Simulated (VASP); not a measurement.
# SrO (Fm-3m) in VASP: a series of runs

SrO is run at these levels: r2SCAN50, PBE-based screened hybrid with 50 % exact exchange; tasks: single point.

All numbers are computed with VASP 6.6.1; they aren't measurements. Logs are shortened: lines on timing, memory, paths and dates and some standing lists are left out, and cuts for length are marked.

### Step 1. The cell of the first run

It takes space group Fm-3m (No. 225, cubic). The conventional cell has a = 5.160 Å, b = 5.160 Å, c = 5.160 Å, α = 90.00°, β = 90.00°, γ = 90.00°. Within 3.4 Å of Sr (site symmetry m-3m) lie 6 O at 2.58 Å. O (site symmetry m-3m) has 6 Sr at 2.58 Å within 3.4 Å.

### Step 2. Single point, r2SCAN50

Input file POSCAR:

```
SrO
1.0
    0.0000000000      2.5798927166      2.5798927166
    2.5798927166      0.0000000000      2.5798927166
    2.5798927166      2.5798927166      0.0000000000
Sr O
1 1
Direct
    0.5000000000      0.5000000000      0.5000000000
    0.0000000000      0.0000000000      0.0000000000
```

Input file INCAR.step1:

```
SYSTEM = SrO
ALGO = Normal
EDIFF = 1E-5
ENCUT = 520
GGA = PE
ISIF = 2
ISMEAR = 0
LASPH = .True.
LCHARG = .False.
LREAL = .False.
LWAVE = .True.
NBANDS = 15
NELM = 60
PREC = Accurate
SIGMA = 0.01
```

Input file INCAR.step2:

```
SYSTEM = SrO
AEXX = 0.5
ALGO = Normal
EDIFF = 1E-7
ENCUT = 520
ISIF = 2
ISMEAR = 0
ISTART = 1
LASPH = .True.
LCHARG = .False.
LHFCALC = .True.
LMIXTAU = .True.
LREAL = .False.
LWAVE = .False.
METAGGA = R2SCAN
NBANDS = 15
NELM = 60
PREC = Accurate
PRECFOCK = Normal
SIGMA = 0.01
```

Input file KPOINTS:

```
k-points
0
Gamma
  4 4 4
  0 0 0
```

Potentials or basis: VASP PAW PBE potentials, release 64 (Sr_sv, O).

Command:

```sh
$ cat potpaw_PBE.64/Sr_sv/POTCAR potpaw_PBE.64/O/POTCAR > POTCAR
$ cp INCAR.step1 INCAR
$ mpirun -np 1 vasp_std > vasp.out
$ cp INCAR.step2 INCAR
$ mpirun -np 1 vasp_std > vasp.out
```

OUTCAR:

```text
SYSTEM = SrO
   AEXX = 0.5
   EDIFF = 1E-7
   ENCUT = 520
   ISIF = 2
   ISMEAR = 0
   ISTART = 1
   LASPH = .True.
   LHFCALC = .True.
   LREAL = .False.
   METAGGA = R2SCAN
   NELM = 60
   PREC = Accurate
   PRECFOCK = Normal

 ion  position               nearest neighbor table
   1  0.500  0.500  0.500-   2 2.58   2 2.58   2 2.58   2 2.58   2 2.58   2 2.58
   2  0.000  0.000  0.000-   1 2.58   1 2.58   1 2.58   1 2.58   1 2.58   1 2.58

  LATTYP: Found a face centered cubic cell.
 ALAT       =     5.1597854332

  Lattice vectors:

 A1 = (   0.0000000000,   2.5798927166,   2.5798927166)
 A2 = (   2.5798927166,   0.0000000000,   2.5798927166)
 A3 = (   2.5798927166,   2.5798927166,   0.0000000000)

Analysis of symmetry for initial positions (statically):
=====================================================================
 Subroutine PRICEL returns:
 Original cell was already a primitive cell.

 Routine SETGRP: Setting up the symmetry group for a
 face centered cubic supercell.

 Subroutine GETGRP returns: Found 48 space group operations
 (whereof 48 operations were pure point group operations)
 out of a pool of 48 trial point group operations.

The static configuration has the point symmetry O_h .

Analysis of symmetry for dynamics (positions and initial velocities):
=====================================================================
 Subroutine PRICEL returns:
 Original cell was already a primitive cell.

 Routine SETGRP: Setting up the symmetry group for a
 face centered cubic supercell.

 Subroutine GETGRP returns: Found 48 space group operations
 (whereof 48 operations were pure point group operations)
 out of a pool of 48 trial point group operations.

The dynamic configuration has the point symmetry O_h .

 Subroutine INISYM returns: Found 48 space group operations
 (whereof 48 operations are pure point group operations),
 and found     1 'primitive' translations

----------------------------------------------------------------------------------------

                                     Primitive cell

  volume of cell :      34.3427

  direct lattice vectors                    reciprocal lattice vectors
     0.000000000  2.579892717  2.579892717    -0.193806509  0.193806509  0.193806509
     2.579892717  0.000000000  2.579892717     0.193806509 -0.193806509  0.193806509
     2.579892717  2.579892717  0.000000000     0.193806509  0.193806509 -0.193806509

  length of vectors
     3.648519269  3.648519269  3.648519269     0.335682720  0.335682720  0.335682720

  position of ions in fractional coordinates (direct lattice)
     0.500000000  0.500000000  0.500000000
     0.000000000  0.000000000  0.000000000

  ion indices of the primitive-cell ions
   primitive index   ion index
                 1           1
                 2           2

----------------------------------------------------------------------------------------

 KPOINTS: k-points

Automatic generation of k-mesh.
 Grid dimensions read from file:
 generate k-points for:    4    4    4

 Generating k-lattice:

  Cartesian coordinates                     Fractional coordinates (reciprocal lattice)
    -0.048451627  0.048451627  0.048451627     0.250000000  0.000000000  0.000000000
     0.048451627 -0.048451627  0.048451627     0.000000000  0.250000000  0.000000000
     0.048451627  0.048451627 -0.048451627     0.000000000  0.000000000  0.250000000

  Length of vectors
     0.083920680  0.083920680  0.083920680

  Shift w.r.t. Gamma in fractional coordinates (k-lattice)
     0.000000000  0.000000000  0.000000000

 Subroutine IBZKPT returns following result:
 ===========================================

 Found      8 irreducible k-points:

 Following reciprocal coordinates:
            Coordinates               Weight
  0.000000  0.000000  0.000000      1.000000
  0.250000  0.000000  0.000000      8.000000
  0.500000  0.000000  0.000000      4.000000
  0.250000  0.250000  0.000000      6.000000
  0.500000  0.250000  0.000000     24.000000
 -0.250000  0.250000  0.000000     12.000000
  0.500000  0.500000  0.000000      3.000000
 -0.250000  0.500000  0.250000      6.000000
   k-points           NKPTS =      8   k-points in BZ     NKDIM =     64   number of bands    NBANDS=     15
   number of dos      NEDOS =    301   number of ions     NIONS =      2
   total plane-waves  NPLWV =  21952
   dimension x,y,z NGX =    28 NGY =   28 NGZ =   28
   dimension x,y,z NGXF=    56 NGYF=   56 NGZF=   56
   ions per type =               1   1
   NGX,Y,Z   is equivalent  to a cutoff of  12.76, 12.76, 12.76 a.u.
   NGXF,Y,Z  is equivalent  to a cutoff of  25.52, 25.52, 25.52 a.u.
 SYSTEM =  SrO
   PREC   = accura    normal or accurate (medium, high low for compatibility)
   ISTART =      1    job   : 0-new  1-cont  2-samecut
   ICHARG =      0    charge: 1-file 2-atom 10-const
   ISPIN  =      1    spin polarized calculation?
   LNONCOLLINEAR =      F non collinear calculations
   LSORBIT =      F    spin-orbit coupling
   LASPH  =      T    aspherical Exc in radial PAW
   ENCUT  =  520.0 eV  38.22 Ry    6.18 a.u.   6.78  6.78  6.78*2*pi/ulx,y,z
   NELM   =     60;   NELMIN=  2; NELMDL=  0     # of ELM steps
   EDIFF  = 0.1E-06   stopping-criterion for ELM
   LREAL  =      F    real-space projection
   EDIFFG = 0.1E-05   stopping-criterion for IOM
   NSW    =      0    number of steps for IOM
   IBRION =     -1    ionic relax: 0-MD 1-quasi-New 2-CG
   NFREE  =      0    steps in history (QN), initial steepest desc. (CG)
   ISIF   =      2    stress and relaxation
   ISYM   =      3    0-nonsym 1-usesym 2-fastsym
   POTIM  = 0.5000    time-step for ionic-motion
   TEBEG  =    0.0;   TEEND  =   0.0 temperature during run
   PSTRESS=    0.0 pullay stress
   NELECT =      16.0000    total number of electrons
   NUPDOWN=      -1.0000    fix difference up-down
   EMIN   =  10.00;   EMAX   =-10.00  energy-range for DOS
   EFERMI =   0.00;   METHOD = LEGACY
   ISMEAR =     0;   SIGMA  =   0.01  broadening in eV -4-tet -1-fermi 0-gaus
   EFERMI_NEDOS =   21; number of points for ismear=-14 and -15
   IALGO  =     38    algorithm
   IMIX   =      1    mixing-type and parameters
     AMIX     =   0.40;   BMIX     =  1.00
     AMIX_MAG =   1.60;   BMIX_MAG =  1.00
  volume/ion in A,a.u.               =      17.17       115.88
  Fermi-wavevector in a.u.,A,eV,Ry     =   1.269121  2.398292 21.914485  1.610669
  Thomas-Fermi vector in A             =   2.402180
   LORBIT       =      0    0 simple, 1 ext, 2 COOP (PROOUT), +10 PAW based schemes
   METAGGA = R2SCAN    functional components
   LHFCALC =     T    Hartree Fock is set to
   PRECFOCK=normal    Normal, Fast or Accurate (Low or Medium for compatibility)
   ENCUT4O =  -1.0   cutoff for four orbital integrals eV
   NKREDX  =     1    reduce k-point grid by
   NKREDY  =     1    reduce k-point grid by
   NKREDZ  =     1    reduce k-point grid by
   AEXX    =    0.5000 exact exchange contribution
   HFSCREEN=    0.0000 screening length (either q_TF or 0.3 A-1)
   HFSCREENC=   0.0000 screening length for correlation (either q_TF or 0.3 A-1)
   ENCUTFOCK=  -1.0 apply spherical cutoff to Coloumb kernel
   IVDW    =     0    specifies the selected vdW correction
   LEPSILON=     F    determine dielectric tensor
   LRPA    =     F    only Hartree local field effects (RPA)
 non-spin polarized calculation
 Gauss-broadening in eV      SIGMA  =   0.01
  energy-cutoff  :      520.00
  volume of cell :       34.34
 maximum number of plane-waves:       941
  NGX = 24; NGY = 24; NGZ = 24

 number of electron      15.9999998 magnetization

 Free energy of the ion-electron system (eV)
  ---------------------------------------------------
  ext. energy  EPLUGINS =         0.00000000
  ---------------------------------------------------
  free energy    TOTEN  =       -25.33865626 eV

  energy without entropy =      -25.33865626  energy(sigma->0) =      -25.33865626

 E-fermi :  -1.4338     XC(G=0):  -5.9011

 val. band max:       -1.5212864195   @ k =   0.0000   0.0000   0.0000
 cond. band min:       6.4439520921   @ k =   0.5000   0.5000   0.0000
 fundamental gap:      7.9652385116
 Fermi energy:        -1.4338474622

 k-point     1 :       0.0000    0.0000    0.0000
  band No.  band energies     occupation
      1     -38.1043      2.00000
      2     -19.7922      2.00000
      3     -16.9269      2.00000
      4     -16.9269      2.00000
      5     -16.9269      2.00000
      6      -1.5213      2.00000
      7      -1.5213      2.00000
      8      -1.5213      2.00000
      9       7.0984      0.00000
     10       9.8132      0.00000
     11       9.8132      0.00000
     12       9.8132      0.00000
     13      12.2396      0.00000
     14      12.2396      0.00000
     15      15.9346      0.00000

 k-point     2 :       0.2500    0.0000    0.0000
  band No.  band energies     occupation
      1     -38.0284      2.00000
      2     -20.4084      2.00000
      3     -16.9623      2.00000
      4     -16.9623      2.00000
      5     -16.4662      2.00000
      6      -2.8514      2.00000
      7      -2.1825      2.00000
      8      -2.1825      2.00000
      9       9.3981      0.00000
     10       9.5295      0.00000
     11      11.0880      0.00000
     12      11.0880      0.00000
     13      13.8592      0.00000
     14      13.8592      0.00000
     15      19.3695      0.00000
[... 77 lines left out ...]
      3     -17.9873      2.00000
      4     -17.3322      2.00000
      5     -17.3322      2.00000
      6      -2.0630      2.00000
      7      -1.6400      2.00000
      8      -1.6400      2.00000
      9       6.4440      0.00000
     10      11.5946      0.00000
     11      14.0603      0.00000
     12      14.3048      0.00000
     13      15.3497      0.00000
     14      15.3497      0.00000
     15      17.7994      0.00000

 k-point     8 :      -0.2500    0.5000    0.2500
  band No.  band energies     occupation
      1     -37.9059      2.00000
      2     -20.1933      2.00000
      3     -17.6664      2.00000
      4     -17.6664      2.00000
      5     -16.6035      2.00000
      6      -2.7755      2.00000
      7      -2.0140      2.00000
      8      -2.0140      2.00000
      9       9.4653      0.00000
     10       9.4653      0.00000
     11      12.5434      0.00000
     12      15.3716      0.00000
     13      15.7171      0.00000
     14      16.8143      0.00000
     15      18.7851      0.00000

------------------------ aborting loop because EDIFF is reached ----------------------------------------

  FORCE on cell =-STRESS in cart. coord.  units (eV):
  Direction    XX          YY          ZZ          XY          YZ          ZX
  --------------------------------------------------------------------------------------
  -------------------------------------------------------------------------------------
  Total       -0.4903698     -0.4903698     -0.4903698      0.0000000      0.0000000     -0.0000000
  in kB      -22.8770133    -22.8770133    -22.8770133      0.0000000      0.0000000     -0.0000000
  external PRESSURE =     -22.8770133 kB  Pullay stress =       0.0000000 kB

 VOLUME and BASIS-vectors are now :
 -----------------------------------------------------------------------------
  energy-cutoff  :      520.00
  volume of cell :       34.34
      direct lattice vectors                 reciprocal lattice vectors
     0.000000000  2.579892717  2.579892717    -0.193806509  0.193806509  0.193806509
     2.579892717  0.000000000  2.579892717     0.193806509 -0.193806509  0.193806509
     2.579892717  2.579892717  0.000000000     0.193806509  0.193806509 -0.193806509

 POSITION                                       TOTAL-FORCE (eV/Angst)
 -----------------------------------------------------------------------------------
      2.57989      2.57989      2.57989        -0.000000     -0.000000      0.000000
      0.00000      0.00000      0.00000         0.000000      0.000000     -0.000000
 -----------------------------------------------------------------------------------
    total drift:                               -0.000000     -0.000000     -0.000000

  FREE ENERGIE OF THE ION-ELECTRON SYSTEM (eV)
  ---------------------------------------------------
  free  energy   TOTEN  =       -25.3386562639 eV

  energy  without entropy=      -25.3386562639  energy(sigma->0) =      -25.33865626
```

Wall time 9.8 min (1 thread of AMD EPYC 7R43 (Zen 3), shared host); peak memory 0.13 GiB.

Results:

```yaml
Free_energy: -25.3387 eV
Pressure: -2.3 GPa
Band_gap_on_the_k_mesh: 7.97 eV (least direct gap 8.08 eV)
```

Caveat: the k points lie up to 0.53 Å⁻¹ apart; the PAW data sets were made with another functional, which shifts forces and pressure a little.

(Continued in part 2 of 2.)
